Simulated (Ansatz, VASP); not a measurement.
# One calculation of TiO2, two programs

```
Ti O
1.0
     1.53915    0.88863    5.24767
    -1.53915    0.88863    5.24767
     0.00000   -1.77726    5.24767
Ti O
1 2
Cartesian
  0.0000 0.0000 0.0000
  0.0000 0.0000 9.4735
  0.0000 0.0000 6.2695
```

Alike in both runs: task single point; functional PBE; dispersion D3(BJ); k mesh 9 × 9 × 9; occupations gaussian, width 0.05 eV; no spin polarisation; Hubbard terms Ti d U = 4.0 eV.

|  | VASP | Ansatz |
| --- | --- | --- |
| version | VASP 6.6.1 | Ansatz 0.2.0 |
| potentials or method | VASP PAW PBE potentials, release 64 (Ti_sv, O), cutoff 520 eV | scalar-relativistic, plane waves, PAW |
| valence electrons in the cell | 24 | 24 |

Ansatz gave:

| Property | Result |
| --- | --- |
| gap on the k mesh at the Fermi level (eV) | 2.74 |
| least direct gap on the mesh (eV) | 2.91 |
| pressure (GPa) | -14.1 |
| traceless stress, the component that is largest in VASP (GPa) | 0.97 |
| rms of the force components (eV/Å) | 0.755 |

What did VASP give for the same quantities?

gap on the k mesh at the Fermi level (eV): 2.80; least direct gap on the mesh (eV): 3.00; pressure (GPa): -11.8; traceless stress, the component that is largest in VASP (GPa): 0.90; rms of the force components (eV/Å): 0.607.

The programs project onto different local orbitals, so the same U acts differently, and such runs can settle in different states. Atom by atom the forces differ by 0.148 eV/Å (rms over components).
